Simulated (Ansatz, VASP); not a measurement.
# One calculation of CO2, two programs

File INCAR:

```
PREC = Accurate
ENCUT = 520
EDIFF = 1E-6
ISMEAR = -1
SIGMA = 0.05
LREAL = False
LASPH = True
NELM = 80
ALGO = Normal
ISIF = 2
LWAVE = False
LCHARG = False
GGA = PS
NBANDS = 25
```

KPOINTS

```
Automatic mesh
0
Gamma
  9 9 9
```

The input POSCAR:

```
CO2
1.0
   -2.0007132300      2.0007132300      3.0537212064
    2.0007132300     -2.0007132300      3.0537212064
    2.0007132300      2.0007132300     -3.0537212064
O C
4 2
Direct
    0.8750000000      0.9597980000      0.5847980000
    0.3750000000      0.2902020000      0.4152020000
    0.0402020000      0.6250000000      0.9152020000
    0.7097980000      0.1250000000      0.0847980000
    0.0000000000      0.0000000000      0.0000000000
    0.7500000000      0.2500000000      0.5000000000
```

input.yaml

```yaml
crystal:
  lattice:
    - [-2.00071323, 2.00071323, 3.0537212064]
    - [2.00071323, -2.00071323, 3.0537212064]
    - [2.00071323, 2.00071323, -3.0537212064]
  atoms:
    - { symbol: O, position: [0.875, 0.959798, 0.584798] }
    - { symbol: O, position: [0.375, 0.290202, 0.415202] }
    - { symbol: O, position: [0.040202, 0.625, 0.915202] }
    - { symbol: O, position: [0.709798, 0.125, 0.084798] }
    - { symbol: C, position: [0.0, 0.0, 0.0] }
    - { symbol: C, position: [0.75, 0.25, 0.5] }
kpoints:
  mp_grid: { grid: [9, 9, 9] }
scf:
  occupations: { method: fermi_dirac, width: 0.05 }
hamiltonian:
  xc: pbesol
  pseudopotentials: { kind: all_electron, lapw: { basis_error: 0.001 } }
output:
  forces: true
  stress: true
  eigenvalues: true
```

Change from the starting cell: volume scaled by 1.04.

Alike in both runs: task single point; functional PBEsol; k mesh 9 × 9 × 9; occupations fermi-dirac, width 0.05 eV; no spin polarisation.

```csv
,VASP,Ansatz
version,VASP 6.6.1,Ansatz 0.2.0
potentials or method,"VASP PAW PBE potentials, release 64 (O, C), cutoff 520 eV","all-electron LAPW, scalar-relativistic"
```

Ansatz gave:

```
gap on the k mesh at the Fermi level (eV)                     : 7.40
least direct gap on the mesh (eV)                             : 7.78
pressure (GPa)                                                : -15.3
traceless stress, the component that is largest in VASP (GPa) : -0.58
rms of the force components (eV/Å)                            : 0.329
```

**Question.** Estimate VASP's values.

**Answer.** gap on the k mesh at the Fermi level (eV): 7.36; least direct gap on the mesh (eV): 7.73; pressure (GPa): -14.0; traceless stress, the component that is largest in VASP (GPa): -0.66; rms of the force components (eV/Å): 0.296.

VASP's potentials were made for PBE, not for PBEsol. Atom by atom the forces differ by 0.033 eV/Å (rms over components). Ansatz ran all-electron here, and VASP with PAW potentials.
